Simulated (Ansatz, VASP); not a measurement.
## Two plane-wave programs on Bi

```
Bi
1.0
     2.26734    1.30905    3.88173
    -2.26734    1.30905    3.88173
     0.00000   -2.61810    3.88173
Bi
2
Direct
  0.23713 0.23713 0.23713
  0.76287 0.76287 0.76287
```

Alike in both runs: functional PBE; dispersion D3(BJ); k mesh 12 × 12 × 12; occupations gaussian, width 0.1 eV; no spin polarisation.

Ansatz relaxed the structure, and its values are those at the end. VASP's run is a single point on that final structure, the one shown.

```csv
,VASP,Ansatz
version,VASP 6.6.1,Ansatz 0.2.0
potentials or method,"VASP PAW PBE potentials, release 64 (Bi_d), cutoff 520 eV","scalar-relativistic, plane waves, PAW"
valence electrons in the cell,30,30
```

|  | VASP | Ansatz | Ansatz less VASP |
| --- | --- | --- | --- |
| gap on the k mesh at the Fermi level (eV) | none | none | - |
| pressure (GPa) | 0.0 | 0.0 | +0.06 |
| rms of the force components (eV/Å) | 0.004 | 0.000 | -0.0040 |

A gap of «none» marks a metal or a gap that the smearing closes.

Neither program's run includes spin-orbit coupling.
